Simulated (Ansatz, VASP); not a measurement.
## Two plane-wave programs on PtS2

File INCAR:

```
SYSTEM = PtS2
ALGO = Normal
EDIFF = 1E-6
ENCUT = 520
GGA = PE
ISIF = 2
ISMEAR = 0
LASPH = .TRUE.
LCHARG = .FALSE.
LREAL = .FALSE.
LWAVE = .FALSE.
NBANDS = 18
NELM = 80
PREC = Accurate
SIGMA = 0.05
```

KPOINTS

```
k-points
0
G
  24 24 1
  0 0 0
```

The input POSCAR:

```
PtS2
1.0
    3.5431994800      0.0000000000      0.0000000000
   -1.7715997400      3.0685007600      0.0000000000
    0.0000000000      0.0000000000     15.5194000000
Pt S
1 2
Direct
    0.0000000000      0.0000000000      0.5000000000
    0.3333333300      0.6666666700      0.5811693800
    0.6666666700      0.3333333300      0.4188306200
```

Input for Ansatz:

```yaml
crystal:
  lattice:
    - [3.54319948, 0.0, 0.0]
    - [-1.77159974, 3.06850076, 0.0]
    - [0.0, 0.0, 15.5194]
  atoms:
    - { symbol: Pt, position: [0.0, 0.0, 0.5] }
    - { symbol: S, position: [0.33333333, 0.66666667, 0.58116938] }
    - { symbol: S, position: [0.66666667, 0.33333333, 0.41883062] }
basis:
  ecutwfc: 420
kpoints:
  mp_grid: { grid: [24, 24, 1] }
hamiltonian:
  xc: pbe
scf:
  occupations: { method: gaussian, width: 0.05 }
output:
  forces: true
  eigenvalues: true
  eigenstates:
    nscf_kmesh: { grid: [54, 54, 1] }
    top_band: c6
    de_dk: true
    localisation: true
checkpoint:
  write: ck
  compress: false
  write_wavefunctions: false
  write_every: 100000
```

Alike in both runs: task single point; functional PBE; k mesh 24 × 24 × 1; occupations gaussian, width 0.05 eV; no spin polarisation.

```csv
,VASP,Ansatz
version,VASP 6.6.1,Ansatz 0.2.0
potentials or method,"VASP PAW PBE potentials, release 64 (Pt, S), cutoff 520 eV","scalar-relativistic, plane waves, PAW"
valence electrons in the cell,22,30
```

```csv
,VASP,Ansatz,Ansatz less VASP
gap on the k mesh at the Fermi level (eV),1.81,1.80,-0.004
rms of the force components (eV/Å),0.097,0.079,-0.0182
```

Atom by atom the forces differ by 0.018 eV/Å (rms over components). VASP's potentials hold 22 valence electrons a cell and Ansatz's 30, so a difference there can come from the potentials and not from the codes.

Neither program's run includes spin-orbit coupling.
